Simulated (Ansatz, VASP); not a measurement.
One calculation of MoS2, two programs

```xyz
3
Lattice="1.5855 0.9154 6.1150 -1.5855 0.9154 6.1150 0.0000 -1.8308 6.1150" Properties=species:S:1:pos:R:3 pbc="T T T"
Mo    0.0000    0.0000    0.0000
S     0.0000    0.0000   13.7587
S     0.0000    0.0000    4.5862
```

Alike in both runs: task single point; functional LDA; k mesh 7 × 7 × 7; occupations gaussian, width 0.05 eV; collinear spin; Hubbard terms Mo d U = 3.0 eV, J = 0.7 eV.

|  | VASP | Ansatz |
| --- | --- | --- |
| version | VASP 6.6.1 | Ansatz 0.2.0 |
| potentials or method | VASP PAW LDA potentials, release 64 (Mo_sv, S), cutoff 520 eV | scalar-relativistic, plane waves, PAW |
| valence electrons in the cell | 26 | 26 |

|  | VASP | Ansatz | Ansatz less VASP |
| --- | --- | --- | --- |
| gap on the k mesh at the Fermi level (eV) | none | none | - |
| pressure (GPa) | 1.7 | 0.2 | -1.57 |
| traceless stress, the component that is largest in VASP (GPa) | 2.77 | 2.94 | +0.173 |
| rms of the force components (eV/Å) | 0.346 | 0.277 | -0.0692 |
| net moment per atom (μB) | 0.00 | 0.00 | 0.000 |

LDA's correlation is that of Perdew and Zunger in VASP and of Perdew and Wang (1992) in Ansatz. The programs project onto different local orbitals, so the same U acts differently, and such runs can settle in different states. Atom by atom the forces differ by 0.069 eV/Å (rms over components). A gap of «none» marks a metal or a gap that the smearing closes. Ansatz's warnings: filled band counts differ across k points, seeded moment not kept.
